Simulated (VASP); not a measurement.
A run of VASP 6.6.1:

The input INCAR:

```
PREC     = Accurate       # precision mode
ENCUT    = 520            # plane-wave cutoff, eV
EDIFF    = 1E-6           # SCF threshold, eV
ISMEAR   = -1             # smearing method
SIGMA    = 0.05           # smearing width, eV
LREAL    = False          # projectors in reciprocal space
LASPH    = True           # aspherical terms in the spheres
NELM     = 80             # most SCF steps
ALGO     = Fast           # electronic algorithm
ISIF     = 2              # what is computed and relaxed
LWAVE    = False          # write WAVECAR
LCHARG   = False          # write CHGCAR
GGA      = PE             # functional
NBANDS   = 24             # bands
```

KPOINTS

```
Automatic mesh
0
Gamma
  5 5 5
```

The input POSCAR:

```
BaNaMg6
1.0
    5.3500002531      0.0000000000      0.0000000000
    0.0000000000      3.3181359822      6.3917755175
    0.0000000000     -3.3181359822      6.3917755175
Ba Mg Na
1 6 1
Direct
    0.5000000000      0.6777020000      0.6777020000
    0.0000000000      0.8491800000      0.8491800000
    0.0000000000      0.3324470000      0.3324470000
    0.0000000000      0.3033160000      0.8197440000
    0.0000000000      0.8197440000      0.3033160000
    0.5000000000      0.1710630000      0.6778290000
    0.5000000000      0.6778290000      0.1710630000
    0.5000000000      0.1687150000      0.1687150000
```

Potentials or basis: VASP PAW PBE potentials, release 64 (Ba_sv, Mg, Na_pv).

The run is started by

```bash
$ cat potpaw_PBE.64/Ba_sv/POTCAR potpaw_PBE.64/Mg/POTCAR potpaw_PBE.64/Na_pv/POTCAR > POTCAR
$ mpirun -np 1 vasp_std > vasp.out
```

Hardware: 1 thread of Intel(R) Xeon(R) Platinum 8259CL CPU @ 2.50GHz (Skylake/Cascade Lake), with other jobs on the host.

Problem. Estimate the wall time of this run.

Solution. It took 4.8 min on 1 thread of Intel(R) Xeon(R) Platinum 8259CL CPU @ 2.50GHz (Skylake/Cascade Lake), with other jobs on the host, peak memory 0.43 GiB. Counts: scf iterations 16, k points 27.
